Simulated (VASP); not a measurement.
CdF2, 3 atoms in the cell. It takes space group Fm-3m (No. 225, cubic). Conventional cell: a = 5.384 Å, b = 5.384 Å, c = 5.384 Å, α = 90.00°, β = 90.00°, γ = 90.00°. Within 3.1 Å of Cd (site symmetry m-3m) lie 8 F at 2.33 Å. F (site symmetry -43m) has 4 Cd at 2.33 Å and 6 F at 2.69 Å within 3.1 Å. 

| Quantity | Value |
| --- | --- |
| Program | VASP 6.6.1 |
| Task | single point |
| Functional | PBEsol |
| Potentials or basis | VASP PAW PBE potentials, release 64 (Cd, F) |
| Cutoff | 520 eV |
| k mesh | 8 × 8 × 8 |
| Occupations | gaussian, width 0.05 eV |
| Spin | no spin polarisation |
| Dipole correction | no |
| Further INCAR settings | ALGO = Normal; EDIFF = 1e-06; NBANDS = 20 |

Potentials or basis: VASP PAW PBE potentials, release 64 (Cd, F).

The run is started by

```console
$ cat potpaw_PBE.64/Cd/POTCAR potpaw_PBE.64/F/POTCAR > POTCAR
$ mpirun -np 1 vasp_std > vasp.out
```

Hardware: 1 thread of AMD EPYC 7R43 64-Core Processor (Zen 3), with other jobs on the host.

Q: How long does it take, and how much memory?

A: It took 36 s on 1 thread of AMD EPYC 7R43 64-Core Processor (Zen 3), with other jobs on the host, peak memory 0.12 GiB. Counts: scf iterations 14, k points 29.
